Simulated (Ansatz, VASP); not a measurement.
# One calculation of TaN, two programs

The input INCAR:

```
ALGO = Normal
EDIFF = 1E-7
ENCUT = 520
GGA = PS
ISIF = 2
ISMEAR = -1
LASPH = T
LCHARG = T
LELF = T
LREAL = F
LVHAR = T
LWAVE = F
NBANDS = 15
NELM = 100
PREC = Accurate
SIGMA = 0.05
```

KPOINTS

```
k-points
0
Gamma
  10 10 10
```

POSCAR

```
TaN
1.0
    0.0000000000      2.2113230000      2.2113230000
    2.2113230000      0.0000000000      2.2113230000
    2.2113230000      2.2113230000      0.0000000000
Ta N
1 1
Direct
    0.5000000000      0.5000000000      0.5000000000
    0.0000000000      0.0000000000      0.0000000000
```

input.yaml

```yaml
crystal:
  lattice:
    - [0.0, 2.211323, 2.211323]
    - [2.211323, 0.0, 2.211323]
    - [2.211323, 2.211323, 0.0]
  atoms:
    - { symbol: Ta, position: [0.5, 0.5, 0.5] }
    - { symbol: "N", position: [0.0, 0.0, 0.0] }
hamiltonian:
  xc: pbesol
  pseudopotentials: { kind: paw }
kpoints:
  mp_grid: { grid: [10, 10, 10] }
scf:
  occupations: { method: fermi_dirac, width: 0.05 }
output:
  forces: true
  stress: true
  eigenvalues: true
```

Alike in both runs: task single point; functional PBEsol; k mesh 10 × 10 × 10; occupations fermi-dirac, width 0.05 eV; no spin polarisation.

```csv
,VASP,Ansatz
version,VASP 6.6.1,Ansatz 0.2.0
potentials or method,"VASP PAW PBE potentials, release 64 (Ta_pv, N)",Ansatz PAW
plane-wave cutoff (eV),520,420
valence electrons in the cell,16,18
```

```csv
,VASP,Ansatz,Ansatz less VASP
gap on the k mesh at the Fermi level (eV),none,none,-
pressure (GPa),-9.9,-10.7,-0.84
```

VASP's potentials were made for PBE, not for PBEsol. A gap of «none» marks a metal or a gap that the smearing closes. With one functional, cell and mesh, what is left measures potentials, basis and numerics. VASP's potentials hold 16 valence electrons a cell and Ansatz's 18, so a difference there can come from the potentials and not from the codes.

Neither program's run includes spin-orbit coupling.
